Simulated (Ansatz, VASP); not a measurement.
One calculation of AlN, two programs

File INCAR:

```
SYSTEM = AlN
PREC     = Accurate       ! precision mode
ENCUT    = 520            ! plane-wave cutoff, eV
EDIFF    = 1E-7           ! SCF threshold, eV
ISMEAR   = 0              ! smearing method
SIGMA    = 0.05           ! smearing width, eV
LREAL    = .FALSE.        ! projectors in reciprocal space
LASPH    = .TRUE.         ! aspherical terms in the spheres
NELM     = 60             ! most SCF steps
ALGO     = Normal         ! electronic algorithm
ISIF     = 2              ! what is computed and relaxed
LWAVE    = .FALSE.        ! write WAVECAR
LCHARG   = .TRUE.         ! write CHGCAR
GGA      = PS             ! functional
LELF     = .TRUE.         ! ELF
LVHAR    = .TRUE.       
NBANDS   = 26             ! bands
```

File KPOINTS:

```
Automatic mesh
0
G
  6 6 6
  0 0 0
```

File POSCAR:

```
AlN
1.0
    4.3771405283      0.0000000000      0.0000000000
    0.0000000000     -4.3771405283      0.0000000000
    0.0000000000      0.0000000000     -4.3771405283
Al N
4 4
Direct
   -0.0407094330      0.0000000000     -0.0407094330
    0.5000000000      0.5000000000      0.0000000000
    0.5000000000      0.0000000000      0.5000000000
    0.0000000000      0.5000000000      0.5000000000
    0.7500000000      0.7500000000      0.7500000000
    0.2500000000      0.2500000000      0.7500000000
    0.2500000000      0.7500000000      0.2500000000
    0.7500000000      0.2500000000      0.2500000000
```

Input for Ansatz:

```yaml
crystal:
  lattice:
    - [4.3771405283, 0.0, 0.0]
    - [0.0, -4.3771405283, 0.0]
    - [0.0, 0.0, -4.3771405283]
  atoms:
    - { symbol: Al, position: [-0.040709433, 0.0, -0.040709433] }
    - { symbol: Al, position: [0.5, 0.5, 0.0] }
    - { symbol: Al, position: [0.5, 0.0, 0.5] }
    - { symbol: Al, position: [0.0, 0.5, 0.5] }
    - { symbol: "N", position: [0.75, 0.75, 0.75] }
    - { symbol: "N", position: [0.25, 0.25, 0.75] }
    - { symbol: "N", position: [0.25, 0.75, 0.25] }
    - { symbol: "N", position: [0.75, 0.25, 0.25] }
basis:
  ecutwfc: 420
kpoints:
  mp_grid: { grid: [6, 6, 6] }
hamiltonian:
  xc: pbesol
  pseudopotentials: { kind: paw, azcp: { folder: soft_1 } }
scf:
  occupations: { method: gaussian, width: 0.05 }
output:
  forces: true
  stress: true
  eigenvalues: true
```

Alike in both runs: task single point; functional PBEsol; k mesh 6 × 6 × 6; occupations gaussian, width 0.05 eV; no spin polarisation.

```csv
,VASP,Ansatz
version,VASP 6.6.1,Ansatz 0.2.0
potentials or method,"VASP PAW PBE potentials, release 64 (Al, N), cutoff 520 eV","scalar-relativistic, plane waves, PAW"
valence electrons in the cell,32,32
```

```tsv
	VASP	Ansatz	Ansatz less VASP
gap on the k mesh at the Fermi level (eV)	2.15	2.16	+0.006
least direct gap on the mesh (eV)	2.15	2.16	+0.006
pressure (GPa)	2.4	2.3	-0.06
traceless stress, the component that is largest in VASP (GPa)	-3.72	-3.66	+0.061
rms of the force components (eV/Å)	1.454	1.445	-0.0096
```

VASP's potentials were made for PBE, not for PBEsol, and Ansatz warns of the same on its side. Atom by atom the forces differ by 0.012 eV/Å (rms over components).
